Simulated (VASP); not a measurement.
A run of VASP 6.6.1:

INCAR

```
ALGO = Normal
EDIFF = 1E-7
EDIFFG = -0.05
ENCUT = 600
IBRION = 2
ISIF = 3
ISMEAR = 0
ISPIN = 2
LASPH = True
LCHARG = False
LMAXMIX = 4
LORBIT = 11
LREAL = False
LWAVE = False
MAGMOM = 0.72 0.72 0.72 0.34
NELM = 150
NSW = 100
PREC = Accurate
SIGMA = 0.1
```

File KPOINTS:

```
k-points
0
Gamma
  6 6 6
```

The input POSCAR:

```
Ni3Pt
1.0
    3.6245667900      0.0000000000      0.0000000000
    0.0000000000      3.6245667900      0.0000000000
    0.0000000000      0.0000000000      3.6245667900
Ni Pt
3 1
Direct
    0.5000000000      0.0000000000      0.5000000000
    0.0000000000      0.5000000000      0.5000000000
    0.5000000000      0.5000000000      0.0000000000
    0.0000000000      0.0000000000      0.0000000000
```

Potentials or basis: VASP PAW LDA potentials, release 64 (Ni, Pt).

Command:

```bash
$ cat potpaw_LDA.64/Ni/POTCAR potpaw_LDA.64/Pt/POTCAR > POTCAR
$ mpirun -np 1 vasp_std > vasp.out
```

Hardware: 1 thread of Intel(R) Xeon(R) Platinum 8375C CPU @ 2.90GHz (Ice Lake), with other jobs on the host.

Problem. How long does it take, and how much memory?

Solution. Wall time 3.5 min on 1 thread of Intel(R) Xeon(R) Platinum 8375C CPU @ 2.90GHz (Ice Lake) (shared host), peak memory 0.2 GiB. Counts: scf iterations 54, k points 20, ion steps 3.
